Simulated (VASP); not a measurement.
# KF (I4/mmm) in VASP: further runs

Runs on KF. Level: PBE. Tasks: single point.

All numbers are computed with VASP 6.6.1; they aren't measurements. Logs are shortened: lines on timing, memory, paths and dates and some standing lists are left out, and cuts for length are marked.

### 1 The cell of the first run

Symmetry: I4/mmm, No. 139, tetragonal system. The conventional cell has a = 3.833 Å, b = 3.833 Å, c = 5.042 Å, α = 90.00°, β = 90.00°, γ = 90.00°. K (site symmetry 4/mmm) has 6 F at 2.52 to 2.71 Å within 3.3 Å. F (site symmetry 4/mmm) has 6 K at 2.52 to 2.71 Å within 3.3 Å.

### 2 Single point, PBE (normal strain along x -0.0700, normal strain along z +0.0000)

File INCAR:

```
  PREC = Accurate
  ENCUT = 520
  EDIFF = 1E-7
  ISMEAR = 0
  SIGMA = 0.05
  LREAL = F
  LASPH = T
  NELM = 60
  ALGO = Normal
  ISIF = 2
  LWAVE = F
  LCHARG = T
  GGA = PE
  LELF = T
  LVHAR = T
  NBANDS = 15
```

File KPOINTS:

```
regular mesh
0
Gamma
  8 8 8
```

File POSCAR:

```
KF
1.0
    0.0000000000      2.7105354767      2.7105354767
    2.5207979933      0.0000000000      2.7105354767
    2.5207979933      2.7105354767      0.0000000000
K F
1 1
Direct
    0.0000000000      0.0000000000      0.0000000000
    0.5000000000      0.5000000000      0.5000000000
```

Potentials or basis: VASP PAW PBE potentials, release 64 (K_sv, F).

Run with:

```
$ cat potpaw_PBE.64/K_sv/POTCAR potpaw_PBE.64/F/POTCAR > POTCAR
$ mpirun -np 1 vasp_std > vasp.out
```

OUTCAR:

```text
PREC = Accurate
   ENCUT = 520
   EDIFF = 1E-7
   ISMEAR = 0
   LREAL = F
   LASPH = T
   NELM = 60
   ISIF = 2
   GGA = PE

 ion  position               nearest neighbor table
   1  0.000  0.000  0.000-   2 2.52   2 2.52   2 2.71   2 2.71   2 2.71   2 2.71
   2  0.500  0.500  0.500-   1 2.52   1 2.52   1 2.71   1 2.71   1 2.71   1 2.71

  LATTYP: Found a body centered tetragonal cell.
 ALAT       =     3.8332760324
 C/A-ratio  =     1.3152186130

  Lattice vectors:

 A1 = (  -2.5207979933,   0.0000000000,  -2.7105354767)
 A2 = (  -2.5207979933,   0.0000000000,   2.7105354767)
 A3 = (   2.5207979933,   2.7105354767,   0.0000000000)

Analysis of symmetry for initial positions (statically):
=====================================================================
 Subroutine PRICEL returns:
 Original cell was already a primitive cell.

 Routine SETGRP: Setting up the symmetry group for a
 body centered tetragonal supercell.

 Subroutine GETGRP returns: Found 16 space group operations
 (whereof 16 operations were pure point group operations)
 out of a pool of 16 trial point group operations.

The static configuration has the point symmetry D_4h.

Analysis of symmetry for dynamics (positions and initial velocities):
=====================================================================
 Subroutine PRICEL returns:
 Original cell was already a primitive cell.

 Routine SETGRP: Setting up the symmetry group for a
 body centered tetragonal supercell.

 Subroutine GETGRP returns: Found 16 space group operations
 (whereof 16 operations were pure point group operations)
 out of a pool of 16 trial point group operations.

The dynamic configuration has the point symmetry D_4h.

 Subroutine INISYM returns: Found 16 space group operations
 (whereof 16 operations are pure point group operations),
 and found     1 'primitive' translations

----------------------------------------------------------------------------------------

                                     Primitive cell

  volume of cell :      37.0406

  direct lattice vectors                    reciprocal lattice vectors
     0.000000000  2.710535477  2.710535477    -0.198349888  0.184465396  0.184465396
     2.520797993  0.000000000  2.710535477     0.198349888 -0.184465396  0.184465396
     2.520797993  2.710535477  0.000000000     0.198349888  0.184465396 -0.184465396

  length of vectors
     3.833276032  3.701543610  3.701543610     0.327715796  0.327715796  0.327715796

  position of ions in fractional coordinates (direct lattice)
[... 90 lines left out ...]
   NELECT =      16.0000    total number of electrons
   NUPDOWN=      -1.0000    fix difference up-down
   EMIN   =  10.00;   EMAX   =-10.00  energy-range for DOS
   EFERMI =   0.00;   METHOD = LEGACY
   ISMEAR =     0;   SIGMA  =   0.05  broadening in eV -4-tet -1-fermi 0-gaus
   EFERMI_NEDOS =   21; number of points for ismear=-14 and -15
   IALGO  =     38    algorithm
   IMIX   =      4    mixing-type and parameters
     AMIX     =   0.40;   BMIX     =  1.00
     AMIX_MAG =   1.60;   BMIX_MAG =  1.00
  volume/ion in A,a.u.               =      18.52       124.98
  Fermi-wavevector in a.u.,A,eV,Ry     =   1.237529  2.338591 20.837026  1.531478
  Thomas-Fermi vector in A             =   2.372092
   LORBIT       =      0    0 simple, 1 ext, 2 COOP (PROOUT), +10 PAW based schemes
   GGA     = PE    functional components
   LHFCALC =     F    Hartree Fock is set to
   AEXX    =    0.0000 exact exchange contribution
   IVDW    =     0    specifies the selected vdW correction
   LEPSILON=     F    determine dielectric tensor
   LRPA    =     F    only Hartree local field effects (RPA)
 non-spin polarized calculation
 Gauss-broadening in eV      SIGMA  =   0.05
  energy-cutoff  :      520.00
  volume of cell :       37.04
 maximum number of plane-waves:      1026
 NGX is ok and might be reduce to    30
   NGX = 15   NGY = 13   NGZ = 13

 number of electron      16.0000007 magnetization

 Free energy of the ion-electron system (eV)
  ---------------------------------------------------
  ext. energy  EPLUGINS =         0.00000000
  ---------------------------------------------------
  free energy    TOTEN  =        -8.24395792 eV

  energy without entropy =       -8.24395792  energy(sigma->0) =       -8.24395792

 E-fermi :  -2.4082     XC(G=0):  -8.5309

 val. band max:       -2.6226381746   @ k =   0.0000   0.0000   0.0000
 cond. band min:       3.5668076560   @ k =   0.0000   0.0000   0.0000
 fundamental gap:      6.1894458306
 Fermi energy:        -2.4082394821

 k-point     1 :       0.0000    0.0000    0.0000
  band No.  band energies     occupation
      1     -28.7641      2.00000
      2     -21.4027      2.00000
      3     -11.9983      2.00000
      4     -11.9949      2.00000
      5     -11.9949      2.00000
      6      -2.7678      2.00000
      7      -2.7678      2.00000
      8      -2.6226      2.00000
      9       3.5668      0.00000
     10       7.9297      0.00000
     11       7.9297      0.00000
     12       8.3440      0.00000
     13       9.3898      0.00000
     14      10.1869      0.00000
[... 401 lines left out ...]
      2     -21.4583      2.00000
      3     -12.1970      2.00000
      4     -12.1057      2.00000
      5     -12.0358      2.00000
      6      -3.2878      2.00000
      7      -3.0194      2.00000
      8      -2.7583      2.00000
      9       5.7342      0.00000
     10       7.3231      0.00000
     11       8.9241      0.00000
     12       9.3490      0.00000
     13      10.2273      0.00000
     14      11.0112      0.00000
     15      15.4536      0.00000

 [... further k-points ...]

------------------------ aborting loop because EDIFF is reached ----------------------------------------

  FORCE on cell =-STRESS in cart. coord.  units (eV):
  Direction    XX          YY          ZZ          XY          YZ          ZX
  --------------------------------------------------------------------------------------
  -------------------------------------------------------------------------------------
  Total        1.6231677      0.2705188      0.2705188     -0.0000000      0.0000000      0.0000000
  in kB       70.2094794     11.7011844     11.7011844     -0.0000000      0.0000000      0.0000000
  external PRESSURE =      31.2039494 kB  Pullay stress =       0.0000000 kB

 VOLUME and BASIS-vectors are now :
 -----------------------------------------------------------------------------
  energy-cutoff  :      520.00
  volume of cell :       37.04
      direct lattice vectors                 reciprocal lattice vectors
     0.000000000  2.710535477  2.710535477    -0.198349888  0.184465396  0.184465396
     2.520797993  0.000000000  2.710535477     0.198349888 -0.184465396  0.184465396
     2.520797993  2.710535477  0.000000000     0.198349888  0.184465396 -0.184465396

 POSITION                                       TOTAL-FORCE (eV/Angst)
 -----------------------------------------------------------------------------------
      0.00000      0.00000      0.00000         0.000000      0.000000      0.000000
      2.52080      2.71054      2.71054         0.000000      0.000000     -0.000000
 -----------------------------------------------------------------------------------
    total drift:                                0.000000      0.000000      0.000000

  FREE ENERGIE OF THE ION-ELECTRON SYSTEM (eV)
  ---------------------------------------------------
  free  energy   TOTEN  =        -8.2439579238 eV

  energy  without entropy=       -8.2439579238  energy(sigma->0) =       -8.24395792
```

It took 15 s on 1 thread of AMD EPYC 9R45 (Zen 5), shared host; peak memory 0.15 GiB.

What came out:

```
Free energy            : -8.2440 eV
Pressure               : 3.1 GPa
Band gap on the k mesh : 6.19 eV
```

Stress tensor (GPa, compression positive):
```
7.02 0.00 0.00
0.00 1.17 0.00
0.00 0.00 1.17
```

Caveat: the cell differs from its parent crystal (normal strain along x -0.0700, normal strain along z +0.0000); the cell stands under pressure.

### 3 Single point, PBE (normal strain along x -0.0525, normal strain along z +0.0000)

File INCAR:

```
SYSTEM = KF
ALGO     = Normal         ! electronic algorithm
EDIFF    = 1E-7           ! SCF threshold, eV
ENCUT    = 520            ! plane-wave cutoff, eV
GGA      = PE             ! functional
ISIF     = 2              ! what is computed and relaxed
ISMEAR   = 0              ! smearing method
LASPH    = .True.         ! aspherical terms in the spheres
LCHARG   = .False.        ! write CHGCAR
LREAL    = .False.        ! projectors in reciprocal space
LWAVE    = .False.        ! write WAVECAR
NBANDS   = 15             ! bands
NELM     = 80             ! most SCF steps
PREC     = Accurate       ! precision mode
SIGMA    = 0.05           ! smearing width, eV
```

File KPOINTS:

```
k-points
0
Gamma
  8 8 8
  0 0 0
```

File POSCAR:

```
KF
1.0
    0.0000000000      2.7105354767      2.7105354767
    2.5682323642      0.0000000000      2.7105354767
    2.5682323642      2.7105354767      0.0000000000
K F
1 1
Direct
    0.0000000000      0.0000000000      0.0000000000
    0.5000000000      0.5000000000      0.5000000000
```

Potentials or basis: VASP PAW PBE potentials, release 64 (K_sv, F).

Run with:

```
$ cat potpaw_PBE.64/K_sv/POTCAR potpaw_PBE.64/F/POTCAR > POTCAR
$ mpirun -np 1 vasp_std > vasp.out
```

It took 14 s on 1 thread of AMD EPYC 9R45 (Zen 5), shared host; peak memory 0.15 GiB.

Results (log left out):

```yaml
Free_energy: -8.2700 eV
Pressure: 2.1 GPa
Band_gap_on_the_k_mesh: 6.14 eV
```

Stress tensor (GPa, compression positive):
```
4.64 0.00 0.00
0.00 0.84 0.00
0.00 0.00 0.84
```

Levels at points of the mesh, in eV from the valence-band top:
```
           k point  band 6  band 7  band 8  band 9  band 10  band 11
(0.00, 0.00, 0.00)   -0.09   -0.09    0.00    6.14    10.56    10.56
(0.50, 0.00, 0.00)   -0.87   -0.43   -0.42    9.04    10.61    11.90
(0.50, 0.50, 0.00)   -0.32   -0.15   -0.04    8.23    10.28    11.66
(0.00, 0.50, 0.50)   -0.17   -0.16   -0.16    8.01    10.35    12.17
```

Caveat: the cell differs from its parent crystal (normal strain along x -0.0525, normal strain along z +0.0000).
